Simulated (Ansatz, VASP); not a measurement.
# One calculation of HfB3, two programs

```
CELL_PARAMETERS angstrom
4.34751 0.00000 0.00000
0.00000 4.34751 0.00000
0.00000 0.00000 4.34751
ATOMIC_POSITIONS crystal
Hf 0.00000 0.00000 0.00000
Hf 0.50000 0.50000 0.50000
B 0.25000 0.00000 0.50000
B 0.75000 0.00000 0.50000
B 0.00000 0.50000 0.25000
B 0.00000 0.50000 0.75000
B 0.50000 0.75000 0.00000
B 0.50000 0.25000 0.00000
```

Change from the starting cell: species swapped into the AlV3 type (Pm-3n, No. 223).

Alike in both runs: task relaxation of cell and atoms; functional PBE; k mesh 10 × 10 × 10; occupations gaussian, width 0.1 eV; no spin polarisation.

```csv
,VASP,Ansatz
version,VASP 6.6.1,Ansatz 0.2.0
potentials or method,"VASP PAW PBE potentials, release 64 (Hf_pv, B), cutoff 600 eV","scalar-relativistic, plane waves, PAW"
valence electrons in the cell,38,70
```

Ansatz gave:

```
gap on the k mesh at the Fermi level, each at its own relaxed structure (eV)  : none
relaxed volume (Å³/atom)                                                      : 10.27
relaxed length of the cell vector where the two differ most in proportion (Å) : 4.348
```

Problem. What did VASP give for the same quantities?

Solution. gap on the k mesh at the Fermi level, each at its own relaxed structure (eV): none; relaxed volume (Å³/atom): 10.31; relaxed length of the cell vector where the two differ most in proportion (Å): 4.353.

A gap of «none» marks a metal or a gap that the smearing closes. VASP's potentials hold 38 valence electrons a cell and Ansatz's 70, so a difference there can come from the potentials and not from the codes.

Neither program's run includes spin-orbit coupling.
